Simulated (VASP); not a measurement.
Here is a VASP 6.6.1 calculation.

Contents of POSCAR:

```
Sb
1.0
    0.0000000000      2.3712425216      2.3712425216
    2.3712425216      0.0000000000      2.3712425216
    2.3712425216      2.3712425216      0.0000000000
Sb
1
Direct
    0.0000000000      0.0000000000      0.0000000000
```

Contents of INCAR.step1:

```
SYSTEM = Sb
ALGO = Normal
EDIFF = 1E-5
EDIFFG = -0.005
ENCUT = 500
GGA = PE
GGA_COMPAT = .FALSE.
IBRION = 2
ISIF = 3
ISMEAR = -1
LASPH = .TRUE.
LCHARG = .FALSE.
LREAL = .FALSE.
LWAVE = .TRUE.
NBANDS = 14
NELM = 120
NELMIN = 4
NSW = 100
PREC = Accurate
SIGMA = 0.05
```

Contents of INCAR.step2:

```
SYSTEM = Sb
AEXX = 0.25
ALGO = Normal
EDIFF = 1E-7
EDIFFG = -0.01
ENCUT = 500
GGA = PE
GGA_COMPAT = .FALSE.
IBRION = 2
ISIF = 3
ISMEAR = -1
ISTART = 1
LASPH = .TRUE.
LCHARG = .FALSE.
LHFCALC = .TRUE.
LREAL = .FALSE.
LWAVE = .FALSE.
NELM = 120
NELMIN = 4
NSW = 60
PREC = Accurate
PRECFOCK = Normal
SIGMA = 0.05
```

KPOINTS

```
k-points
0
G
  5 5 5
  0 0 0
```

Potentials or basis: VASP PAW PBE potentials, release 64 (Sb_d_GW).

The run is started by

```bash
$ cat potpaw_PBE.64/Sb_d_GW/POTCAR > POTCAR
$ cp INCAR.step1 INCAR
$ mpirun -np 1 vasp_std > vasp.out
$ cp INCAR.step2 INCAR
$ mpirun -np 1 vasp_std > vasp.out
```

Problem. Predict the relaxed volume.

Solution. 26.51 Å³/atom.

Problem. What does it give for the space group after relaxing (to 0.1 Å)?

Solution. Fm-3m (No. 225).

Problem. Predict the relaxed cell.

Solution. a = 3.347 Å, b = 3.347 Å, c = 3.347 Å, α = 60.00°, β = 60.00°, γ = 60.00°.

The path:
```
step  energy change (eV)  largest force (eV/Å)  pressure (GPa)  volume (Å³)
   1              0.0000                0.0000           -0.32        26.67
   2             -0.0002                0.0000            0.22        26.46
   3             -0.0002                0.0000           -0.02        26.51
```

Caveat: the k points lie up to 0.46 Å⁻¹ apart in the final cell, too coarse for converged energies and pressures of a metal; the PAW data sets were made with another functional, which shifts forces and pressure a little; an odd number of electrons without spin polarisation forces a metal; a magnetic or distorted state may lie lower.
